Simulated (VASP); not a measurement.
Wanted: the native input for a VASP 6.6.1 run.

```yaml
Task: single point
Functional: PBE
Potentials_or_basis: VASP PAW PBE potentials, release 64 (Pt)
Cutoff: 500 eV
k_mesh: 4 × 4 × 6
Occupations: gaussian, width 0.1 eV
Spin: no spin polarisation
Dipole_correction: no
Further_INCAR_settings: ALGO = Normal; EDIFF = 1e-06; NBANDS = 22
```

The structure of Pt lies in POSCAR:

```
Pt
1.0
    4.3856647600      0.0000000000      0.0000000000
    0.0000000000      4.3856647600      0.0000000000
    0.0000000000      0.0000000000      2.5381703500
Pt
3
Direct
    0.0000000000      0.5000000000      0.8292888700
    0.5000000000      0.0000000000      0.8292888700
    0.0000000000      0.0000000000      0.5229998200
```

These files were run (other wordings do the same):

INCAR

```
  PREC = Accurate
  ENCUT = 500
  EDIFF = 1E-6
  ISMEAR = 0
  SIGMA = 0.1
  LREAL = False
  LASPH = True
  NELM = 120
  ALGO = Normal
  ISIF = 2
  LWAVE = False
  LCHARG = True
  GGA = PE
  LELF = True
  LVHAR = True
  NBANDS = 22
  GGA_COMPAT = False
```

KPOINTS

```
regular mesh
0
Gamma
  4 4 6
```

Potentials or basis: VASP PAW PBE potentials, release 64 (Pt).

Run with:

```bash
$ cat potpaw_PBE.64/Pt/POTCAR > POTCAR
$ mpirun -np 1 vasp_std > vasp.out
```

It gave:

```
Pressure               : 64.7 GPa
Largest force          : 6.345 eV/Å
Band gap on the k mesh : zero (band 15 reaches 11.73 eV, above the bottom of band 16 at 9.80 eV)
```

Caveat: the k points lie up to 0.41 Å⁻¹ apart; spin-orbit coupling is left out, which moves the levels of the heavy elements; forces of over 1 eV/Å act on the atoms, so gaps and moduli don't describe the material at rest.

It took 29 s on 1 thread of Intel Xeon 8259CL (shared host), peak memory 0.16 GiB.
